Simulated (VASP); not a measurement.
Here is a VASP 6.6.1 calculation.

The input POSCAR:

```
NiSb
1.0
    3.9450708277      0.0000000000      0.0000000000
   -1.9725354138      3.4165315565      0.0000000000
    0.0000000000      0.0000000000      5.1267952905
Ni Sb
2 2
Direct
    0.0000000000      0.0000000000      0.0000000000
    0.0000000000      0.0000000000      0.5000000000
    0.3333333333      0.6666666667      0.2500000000
    0.6666666667      0.3333333333      0.7500000000
```

The input INCAR.step1:

```
  ALGO = Normal
  EDIFF = 1E-4
  ENCUT = 520
  GGA = PE
  ISMEAR = 0
  ISPIN = 2
  LASPH = T
  LCHARG = F
  LMAXMIX = 4
  LREAL = F
  LWAVE = T
  MAGMOM = 0.05 0.05 0 0
  NBANDS = 27
  NELM = 150
  PREC = Accurate
  SIGMA = 0.05
```

Contents of INCAR.step2:

```
  ALGO = Normal
  EDIFF = 1E-6
  ENCUT = 520
  ISIF = 2
  ISMEAR = 0
  ISPIN = 2
  ISTART = 1
  IVDW = 12
  LASPH = T
  LCHARG = T
  LELF = T
  LMAXMIX = 4
  LMIXTAU = T
  LORBIT = 11
  LREAL = F
  LVHAR = T
  LWAVE = F
  MAGMOM = 0.05 0.05 0 0
  METAGGA = R2SCAN
  NBANDS = 27
  NELM = 150
  PREC = Accurate
  SIGMA = 0.05
  VDW_A1 = 0.49484001
  VDW_A2 = 5.73083694
  VDW_S6 = 1.0
  VDW_S8 = 0.78981345
```

KPOINTS

```
k-points
0
Gamma
  8 8 6
```

Potentials or basis: VASP PAW PBE potentials, release 64 (Ni, Sb).

Command:

```console
$ cat potpaw_PBE.64/Ni/POTCAR potpaw_PBE.64/Sb/POTCAR > POTCAR
$ cp INCAR.step1 INCAR
$ mpirun -np 1 vasp_std > vasp.out
$ cp INCAR.step2 INCAR
$ mpirun -np 1 vasp_std > vasp.out
```

(1) Predict the band gap on the k mesh.

(2) What does it give for the pressure?

Results:

(1) zero (filled and empty bands overlap).

(2) -3.2 GPa.

Caveat: three body term missing; the cell stands under tension; the PAW data sets were made with another functional, which shifts forces and pressure a little; spin-orbit coupling is left out, which moves the levels of the heavy elements.
